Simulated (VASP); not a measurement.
# CdS (R3m) in VASP: further runs

Runs on CdS. Level: PBEsol. Tasks: single point.

All numbers are computed with VASP 6.6.1; they aren't measurements. Logs are shortened: lines on timing, memory, paths and dates and some standing lists are left out, and cuts for length are marked.

## 1. The cell of the first run

Symmetry: R3m, No. 160, trigonal system. Conventional cell: a = 4.100 Å, b = 4.100 Å, c = 10.501 Å, α = 90.00°, β = 90.00°, γ = 120.00°. Cd (site symmetry 3m) has 4 S at 2.52 to 2.63 Å within 3.3 Å. S (site symmetry 3m) has 4 Cd at 2.52 to 2.63 Å within 3.3 Å.

## 2. Single point, PBEsol (equal xy, yz and zx shear strains of +3 %)

Input file INCAR:

```
PREC     = Accurate       # precision mode
ENCUT    = 520            # plane-wave cutoff, eV
EDIFF    = 1E-7           # SCF threshold, eV
ISMEAR   = -1             # smearing method
SIGMA    = 0.02           # smearing width, eV
LREAL    = False          # projectors in reciprocal space
LASPH    = True           # aspherical terms in the spheres
NELM     = 60             # most SCF steps
ALGO     = Normal         # electronic algorithm
ISIF     = 2              # what is computed and relaxed
LWAVE    = False          # write WAVECAR
LCHARG   = True           # write CHGCAR
GGA      = PS             # functional
LELF     = True           # ELF
LVHAR    = True         
NBANDS   = 16             # bands
```

Input file KPOINTS:

```
regular mesh
0
Gamma
  7 7 7
```

Input file POSCAR:

```
CdS
1.0
    0.0882886040      2.9870977669      2.9870977669
    2.9870977669      0.0882886040      2.9870977669
    2.9870977669      2.9870977669      0.0882886040
Cd S
1 1
Direct
    0.0000000000      0.0000000000      0.0000000000
    0.7500000000      0.7500000000      0.7500000000
```

Potentials or basis: VASP PAW PBE potentials, release 64 (Cd, S).

The run is started by

```console
cat potpaw_PBE.64/Cd/POTCAR potpaw_PBE.64/S/POTCAR > POTCAR
mpirun -np 1 vasp_std > vasp.out
```

OUTCAR:

```text
PREC = Accurate
   ENCUT = 520
   EDIFF = 1E-7
   ISMEAR = -1
   LREAL = False
   LASPH = True
   NELM = 60
   ISIF = 2
   GGA = PS

 ion  position               nearest neighbor table
   1  0.000  0.000  0.000-   2 2.52   2 2.52   2 2.52   2 2.63
   2  0.750  0.750  0.750-   1 2.52   1 2.52   1 2.52   1 2.63

  LATTYP: Found a trigonal (rhomboedric) cell.
 ALAT       =     4.2253166764
 COS(alpha) =     0.5293254421

  Lattice vectors:

 A1 = (   0.0882886040,   2.9870977669,   2.9870977669)
 A2 = (   2.9870977669,   0.0882886040,   2.9870977669)
 A3 = (   2.9870977669,   2.9870977669,   0.0882886040)

Analysis of symmetry for initial positions (statically):
=====================================================================
 Subroutine PRICEL returns:
 Original cell was already a primitive cell.

 Routine SETGRP: Setting up the symmetry group for a
 trigonal (rhombohedral) supercell.

 Subroutine GETGRP returns: Found  6 space group operations
 (whereof  6 operations were pure point group operations)
 out of a pool of 12 trial point group operations.

The static configuration has the point symmetry C_3v.

Analysis of symmetry for dynamics (positions and initial velocities):
=====================================================================
 Subroutine PRICEL returns:
 Original cell was already a primitive cell.

 Routine SETGRP: Setting up the symmetry group for a
 trigonal (rhombohedral) supercell.

 Subroutine GETGRP returns: Found  6 space group operations
 (whereof  6 operations were pure point group operations)
 out of a pool of 12 trial point group operations.

The dynamic configuration has the point symmetry C_3v.

 Subroutine INISYM returns: Found  6 space group operations
 (whereof  6 operations are pure point group operations),
 and found     1 'primitive' translations

----------------------------------------------------------------------------------------

                                     Primitive cell

  volume of cell :      50.9436

  direct lattice vectors                    reciprocal lattice vectors
     0.088288604  2.987097767  2.987097767    -0.174996533  0.169972709  0.169972709
     2.987097767  0.088288604  2.987097767     0.169972709 -0.174996533  0.169972709
     2.987097767  2.987097767  0.088288604     0.169972709  0.169972709 -0.174996533

  length of vectors
     4.225316676  4.225316676  4.225316676     0.297330170  0.297330170  0.297330170

  position of ions in fractional coordinates (direct lattice)
     0.000000000  0.000000000  0.000000000
     0.750000000  0.750000000  0.750000000

  ion indices of the primitive-cell ions
   primitive index   ion index
                 1           1
                 2           2

----------------------------------------------------------------------------------------

 KPOINTS: regular mesh

Automatic generation of k-mesh.
 Grid dimensions read from file:
 generate k-points for:    7    7    7

 Generating k-lattice:

  Cartesian coordinates                     Fractional coordinates (reciprocal lattice)
    -0.024999505  0.024281816  0.024281816     0.142857143  0.000000000 -0.000000000
     0.024281816 -0.024999505  0.024281816     0.000000000  0.142857143 -0.000000000
     0.024281816  0.024281816 -0.024999505     0.000000000  0.000000000  0.142857143

  Length of vectors
     0.042475739  0.042475739  0.042475739

  Shift w.r.t. Gamma in fractional coordinates (k-lattice)
     0.000000000  0.000000000  0.000000000

 Subroutine IBZKPT returns following result:
 ===========================================

 Found     44 irreducible k-points:

 Following reciprocal coordinates:
            Coordinates               Weight
  0.000000  0.000000  0.000000      1.000000
  0.142857 -0.000000 -0.000000      6.000000
  0.285714 -0.000000 -0.000000      6.000000
  0.428571 -0.000000 -0.000000      6.000000
  0.142857  0.142857 -0.000000      6.000000
  0.285714  0.142857 -0.000000     12.000000
[... 16 lines left out ...]
  0.285714  0.285714  0.142857      6.000000
  0.428571  0.285714  0.142857     12.000000
 [... further k-points ...]
   k-points           NKPTS =     44   k-points in BZ     NKDIM =     44   number of bands    NBANDS=     16
   number of dos      NEDOS =    301   number of ions     NIONS =      2
   total plane-waves  NPLWV =  32768
   dimension x,y,z NGX =    32 NGY =   32 NGZ =   32
   dimension x,y,z NGXF=    64 NGYF=   64 NGZF=   64
   ions per type =               1   1
   NGX,Y,Z   is equivalent  to a cutoff of  12.59, 12.59, 12.59 a.u.
   NGXF,Y,Z  is equivalent  to a cutoff of  25.18, 25.18, 25.18 a.u.
 SYSTEM =  unknown system
   PREC   = accura    normal or accurate (medium, high low for compatibility)
   ISTART =      0    job   : 0-new  1-cont  2-samecut
   ICHARG =      2    charge: 1-file 2-atom 10-const
   ISPIN  =      1    spin polarized calculation?
   LNONCOLLINEAR =      F non collinear calculations
   LSORBIT =      F    spin-orbit coupling
   LASPH  =      T    aspherical Exc in radial PAW
   ENCUT  =  520.0 eV  38.22 Ry    6.18 a.u.   7.86  7.86  7.86*2*pi/ulx,y,z
   NELM   =     60;   NELMIN=  2; NELMDL= -5     # of ELM steps
   EDIFF  = 0.1E-06   stopping-criterion for ELM
   LREAL  =      F    real-space projection
   EDIFFG = 0.1E-05   stopping-criterion for IOM
   NSW    =      0    number of steps for IOM
   IBRION =     -1    ionic relax: 0-MD 1-quasi-New 2-CG
   NFREE  =      0    steps in history (QN), initial steepest desc. (CG)
   ISIF   =      2    stress and relaxation
   ISYM   =      2    0-nonsym 1-usesym 2-fastsym
   POTIM  = 0.5000    time-step for ionic-motion
   TEBEG  =    0.0;   TEEND  =   0.0 temperature during run
   PSTRESS=    0.0 pullay stress
   NELECT =      18.0000    total number of electrons
   NUPDOWN=      -1.0000    fix difference up-down
   EMIN   =  10.00;   EMAX   =-10.00  energy-range for DOS
   EFERMI =   0.00;   METHOD = LEGACY
   ISMEAR =    -1;   SIGMA  =   0.02  broadening in eV -4-tet -1-fermi 0-gaus
   EFERMI_NEDOS =   21; number of points for ismear=-14 and -15
   IALGO  =     38    algorithm
   IMIX   =      4    mixing-type and parameters
     AMIX     =   0.40;   BMIX     =  1.00
     AMIX_MAG =   1.60;   BMIX_MAG =  1.00
  volume/ion in A,a.u.               =      25.47       171.89
  Fermi-wavevector in a.u.,A,eV,Ry     =   1.157362  2.187096 18.224810  1.339486
  Thomas-Fermi vector in A             =   2.293974
   LORBIT       =      0    0 simple, 1 ext, 2 COOP (PROOUT), +10 PAW based schemes
   GGA     = PS    functional components
   LHFCALC =     F    Hartree Fock is set to
   AEXX    =    0.0000 exact exchange contribution
   IVDW    =     0    specifies the selected vdW correction
   LEPSILON=     F    determine dielectric tensor
   LRPA    =     F    only Hartree local field effects (RPA)
 non-spin polarized calculation
  energy-cutoff  :      520.00
  volume of cell :       50.94
 maximum number of plane-waves:      1393
   NGX = 15   NGY = 15   NGZ = 15

 number of electron      18.0000004 magnetization

 Free energy of the ion-electron system (eV)
  ---------------------------------------------------
  ext. energy  EPLUGINS =         0.00000000
  ---------------------------------------------------
  free energy    TOTEN  =        -6.78809537 eV

  energy without entropy =       -6.78809537  energy(sigma->0) =       -6.78809537

 E-fermi :   1.4167     XC(G=0):  -9.2534

 val. band max:        1.0376930245   @ k =   0.0000   0.0000   0.0000
 cond. band min:       1.9389789844   @ k =   0.0000   0.0000   0.0000
 fundamental gap:      0.9012859599
 Fermi energy:         1.4167176560

 k-point     1 :       0.0000    0.0000    0.0000
  band No.  band energies     occupation
      1     -11.2407      2.00000
      2      -6.6667      2.00000
      3      -6.6667      2.00000
      4      -6.6187      2.00000
      5      -6.1963      2.00000
      6      -6.1963      2.00000
[... 8 lines left out ...]
     15      12.4078      0.00000
     16      12.4078      0.00000

 k-point     2 :       0.1429   -0.0000   -0.0000
  band No.  band energies     occupation
      1     -11.1605      2.00000
      2      -6.6357      2.00000
      3      -6.6116      2.00000
      4      -6.5775      2.00000
      5      -6.1992      2.00000
      6      -6.1969      2.00000
[... 8 lines left out ...]
     15      11.7349      0.00000
     16      12.6289      0.00000

 k-point     3 :       0.2857   -0.0000   -0.0000
  band No.  band energies     occupation
      1     -10.9795      2.00000
      2      -6.5751      2.00000
      3      -6.5462      2.00000
      4      -6.3366      2.00000
      5      -6.1915      2.00000
      6      -6.1858      2.00000
[... 8 lines left out ...]
     15      11.8134      0.00000
     16      11.8318      0.00000

 k-point     4 :       0.4286   -0.0000   -0.0000
  band No.  band energies     occupation
      1     -10.8352      2.00000
      2      -6.5396      2.00000
      3      -6.5180      2.00000
      4      -6.1708      2.00000
      5      -6.1598      2.00000
      6      -5.9195      2.00000
[... 8 lines left out ...]
     15      12.6520      0.00000
     16      13.2068      0.00000

 k-point     5 :       0.1429    0.1429   -0.0000
  band No.  band energies     occupation
      1     -11.1376      2.00000
      2      -6.6146      2.00000
      3      -6.6111      2.00000
      4      -6.5628      2.00000
      5      -6.2150      2.00000
      6      -6.1813      2.00000
[... 8 lines left out ...]
     15      12.5381      0.00000
     16      13.5695      0.00000

 k-point     6 :       0.2857    0.1429   -0.0000
  band No.  band energies     occupation
      1     -10.9929      2.00000
      2      -6.5728      2.00000
      3      -6.5181      2.00000
      4      -6.4278      2.00000
      5      -6.2068      2.00000
      6      -6.1670      2.00000
[... 8 lines left out ...]
     15      12.4314      0.00000
     16      13.5828      0.00000
[... 267 lines left out ...]
 k-point    21 :      -0.2857    0.1429    0.1429
  band No.  band energies     occupation
      1     -10.8321      2.00000
      2      -6.5056      2.00000
      3      -6.5025      2.00000
      4      -6.2441      2.00000
      5      -6.1487      2.00000
      6      -5.9732      2.00000
[... 8 lines left out ...]
     15      12.9604      0.00000
     16      13.5255      0.00000

 k-point    22 :      -0.1429    0.1429    0.1429
  band No.  band energies     occupation
      1     -10.9860      2.00000
      2      -6.5481      2.00000
      3      -6.5303      2.00000
      4      -6.4257      2.00000
      5      -6.2108      2.00000
      6      -6.1657      2.00000
[... 8 lines left out ...]
     15      12.5254      0.00000
     16      13.2478      0.00000

 k-point    23 :       0.2857    0.2857    0.1429
  band No.  band energies     occupation
      1     -11.0098      2.00000
      2      -6.5838      2.00000
      3      -6.5670      2.00000
      4      -6.4004      2.00000
      5      -6.2030      2.00000
      6      -6.1667      2.00000
[... 8 lines left out ...]
     15      12.6262      0.00000
     16      13.7587      0.00000

 k-point    24 :       0.4286    0.2857    0.1429
  band No.  band energies     occupation
      1     -10.8770      2.00000
      2      -6.5266      2.00000
      3      -6.4933      2.00000
      4      -6.3094      2.00000
      5      -6.1671      2.00000
      6      -6.0747      2.00000
[... 8 lines left out ...]
     15      13.3084      0.00000
     16      14.5088      0.00000

 [... further k-points ...]

------------------------ aborting loop because EDIFF is reached ----------------------------------------

  FORCE on cell =-STRESS in cart. coord.  units (eV):
  Direction    XX          YY          ZZ          XY          YZ          ZX
  --------------------------------------------------------------------------------------
  -------------------------------------------------------------------------------------
  Total       -0.3899549     -0.3899549     -0.3899549     -0.4264702     -0.4264702     -0.4264702
  in kB      -12.2640846    -12.2640846    -12.2640846    -13.4124907    -13.4124907    -13.4124907
  external PRESSURE =     -12.2640846 kB  Pullay stress =       0.0000000 kB

 VOLUME and BASIS-vectors are now :
 -----------------------------------------------------------------------------
  energy-cutoff  :      520.00
  volume of cell :       50.94
      direct lattice vectors                 reciprocal lattice vectors
     0.088288604  2.987097767  2.987097767    -0.174996533  0.169972709  0.169972709
     2.987097767  0.088288604  2.987097767     0.169972709 -0.174996533  0.169972709
     2.987097767  2.987097767  0.088288604     0.169972709  0.169972709 -0.174996533

 POSITION                                       TOTAL-FORCE (eV/Angst)
 -----------------------------------------------------------------------------------
      0.00000      0.00000      0.00000        -0.138991     -0.138991     -0.138991
      4.54686      4.54686      4.54686         0.138991      0.138991      0.138991
 -----------------------------------------------------------------------------------
    total drift:                               -0.000258     -0.000258     -0.000258

  FREE ENERGIE OF THE ION-ELECTRON SYSTEM (eV)
  ---------------------------------------------------
  free  energy   TOTEN  =        -6.7880953697 eV

  energy  without entropy=       -6.7880953697  energy(sigma->0) =       -6.78809537
```

Wall time 24 s (1 thread of AMD EPYC 9R45 (Zen 5), shared host); peak memory 0.16 GiB.

Results:

```
Free energy            : -6.7881 eV
Pressure               : -1.2 GPa
Largest force          : 0.241 eV/Å
Band gap on the k mesh : 0.90 eV, direct
```

Forces in eV/Å, atoms in the order of the input:
```
Cd  -0.139 -0.139 -0.139
S    0.139  0.139  0.139
```

Caveat: the cell differs from its parent crystal (equal xy, yz and zx shear strains of +3 %); the PAW data sets were made with another functional, which shifts forces and pressure a little.

## 3. Single point, PBEsol (equal xy, yz and zx shear strains of -3 %)

Input file INCAR:

```
SYSTEM = CdS
  PREC = Accurate
  ENCUT = 520
  EDIFF = 1E-7
  ISMEAR = -1
  SIGMA = 0.02
  LREAL = .False.
  LASPH = .True.
  NELM = 80
  ALGO = Normal
  ISIF = 2
  LWAVE = .False.
  LCHARG = .True.
  GGA = PS
  LELF = .True.
  LVHAR = .True.
  NBANDS = 16
```

Input file KPOINTS:

```
Automatic mesh
0
Gamma
  7 7 7
  0 0 0
```

Input file POSCAR:

```
CdS
1.0
   -0.0882886040      2.8988091629      2.8988091629
    2.8988091629     -0.0882886040      2.8988091629
    2.8988091629      2.8988091629     -0.0882886040
Cd S
1 1
Direct
    0.0000000000      0.0000000000      0.0000000000
    0.7500000000      0.7500000000      0.7500000000
```

Potentials or basis: VASP PAW PBE potentials, release 64 (Cd, S).

The run is started by

```console
cat potpaw_PBE.64/Cd/POTCAR potpaw_PBE.64/S/POTCAR > POTCAR
mpirun -np 1 vasp_std > vasp.out
```

Run time: 25 s. Hardware: 1 thread of AMD EPYC 9R45 (Zen 5), shared host; peak memory 0.16 GiB.

The run converged. Its results:

```yaml
Free_energy: -6.7854 eV
Pressure: -1.2 GPa
Largest_force: 0.349 eV/Å
Band_gap_on_the_k_mesh: 0.89 eV, direct
```

Forces on the atoms (eV/Å):
```
Cd   0.202  0.202  0.202
S   -0.202 -0.202 -0.202
```

Stress tensor (GPa, compression positive):
```
-1.21  1.58  1.58
 1.58 -1.21  1.58
 1.58  1.58 -1.21
```

Levels at points of the mesh, in eV from the valence-band top:
| k point | band 7 | band 8 | band 9 | band 10 | band 11 | band 12 |
| --- | --- | --- | --- | --- | --- | --- |
| (0.00, 0.00, 0.00) | -0.10 | -0.10 | 0.00 | 0.89 | 6.19 | 6.19 |

Caveat: the cell differs from its parent crystal (equal xy, yz and zx shear strains of -3 %); the PAW data sets were made with another functional, which shifts forces and pressure a little.

## 4. Single point, PBEsol (equal xy, yz and zx shear strains of -1 %)

Input file INCAR:

```
PREC = Accurate ; ENCUT = 520
EDIFF = 1E-6 ; ISMEAR = -1
SIGMA = 0.02 ; LREAL = False
LASPH = True ; NELM = 100
ALGO = Normal ; ISIF = 2
LWAVE = False ; LCHARG = True
GGA = PS ; LELF = True
LVHAR = True ; NBANDS = 16
```

Input file KPOINTS:

```
Automatic mesh
0
Gamma
  7 7 7
```

Input file POSCAR:

```
CdS
1.0
   -0.0294295346      2.9282386976      2.9282386976
    2.9282386976     -0.0294295346      2.9282386976
    2.9282386976      2.9282386976     -0.0294295346
Cd S
1 1
Direct
    0.0000000000      0.0000000000      0.0000000000
    0.7500000000      0.7500000000      0.7500000000
```

The run is started by

```console
cat potpaw_PBE.64/Cd/POTCAR potpaw_PBE.64/S/POTCAR > POTCAR
mpirun -np 1 vasp_std > vasp.out
```

It took 22 s on 1 thread of AMD EPYC 9R45 (Zen 5), shared host; peak memory 0.16 GiB.

Results (log left out):

| Item | Value |
| --- | --- |
| Free energy | -6.8050 eV |
| Pressure | -1.4 GPa |
| Largest force | 0.103 eV/Å |
| Band gap on the k mesh | 0.92 eV, direct |

Forces on the atoms (eV/Å):
```
Cd   0.059  0.059  0.059
S   -0.059 -0.059 -0.059
```

Stress tensor (GPa, compression positive):
```
-1.43  0.50  0.50
 0.50 -1.43  0.50
 0.50  0.50 -1.43
```

Levels at points of the mesh, in eV from the valence-band top:
```tsv
k point	band 7	band 8	band 9	band 10	band 11	band 12
(0.00, 0.00, 0.00)	-0.04	-0.04	0.00	0.92	6.36	6.36
```

Caveat: the cell differs from its parent crystal (equal xy, yz and zx shear strains of -1 %); the PAW data sets were made with another functional, which shifts forces and pressure a little.

## 5. Single point, PBEsol (equal xy, yz and zx shear strains of +2 %)

Input file INCAR:

```
SYSTEM = CdS
PREC = Accurate ; ENCUT = 520
EDIFF = 1E-6 ; ISMEAR = -1
SIGMA = 0.02 ; LREAL = .FALSE.
LASPH = .TRUE. ; NELM = 60
ALGO = Normal ; ISIF = 2
LWAVE = .FALSE. ; LCHARG = .TRUE.
GGA = PS ; LELF = .TRUE.
LVHAR = .TRUE. ; NBANDS = 16
```

Input file KPOINTS:

```
Automatic mesh
0
G
  7 7 7
  0 0 0
```

Input file POSCAR:

```
CdS
1.0
    0.0588590693      2.9723829996      2.9723829996
    2.9723829996      0.0588590693      2.9723829996
    2.9723829996      2.9723829996      0.0588590693
Cd S
1 1
Direct
    0.0000000000      0.0000000000      0.0000000000
    0.7500000000      0.7500000000      0.7500000000
```

The run is started by

```console
cat potpaw_PBE.64/Cd/POTCAR potpaw_PBE.64/S/POTCAR > POTCAR
mpirun -np 1 vasp_std > vasp.out
```

Run time: 21 s. Hardware: 1 thread of AMD EPYC 9R45 (Zen 5), shared host; peak memory 0.16 GiB.

Results (log left out):

* Free energy: -6.7986 eV
* Pressure: -1.4 GPa
* Largest force: 0.170 eV/Å
* Band gap on the k mesh: 0.92 eV, direct

Forces in eV/Å, atoms in the order of the input:
```
Cd  -0.098 -0.098 -0.098
S    0.098  0.098  0.098
```

Stress tensor (GPa, compression positive):
```
-1.35 -0.92 -0.92
-0.92 -1.35 -0.92
-0.92 -0.92 -1.35
```

Levels at points of the mesh, in eV from the valence-band top:
```tsv
k point	band 7	band 8	band 9	band 10	band 11	band 12
(0.00, 0.00, 0.00)	-0.10	0.00	0.00	0.92	6.18	6.55
```

Caveat: the cell differs from its parent crystal (equal xy, yz and zx shear strains of +2 %); the PAW data sets were made with another functional, which shifts forces and pressure a little.

## 6. Overview

```tsv
cell	gap on the mesh (eV)	pressure (GPa)	largest force (eV/Å)
a = 4.225 Å, angles 58.0°, 2 atoms	0.90	-1.2	0.24
a = 4.100 Å, angles 62.0°, 2 atoms	0.89	-1.2	0.35
a = 4.141 Å, angles 60.7°, 2 atoms	0.92	-1.4	0.10
a = 4.204 Å, angles 58.7°, 2 atoms	0.92	-1.4	0.17
```

Alike in all rows: task single point; level PBEsol; potentials or basis VASP PAW PBE potentials, release 64 (Cd, S); no spin polarisation; k mesh 7 × 7 × 7; cutoff (eV) 520; smearing fermi-dirac 0.02 eV.

Caveats: the PAW data sets were made with another functional, which shifts forces and pressure a little.

Absolute energies hang on the potentials; compare differences alone.
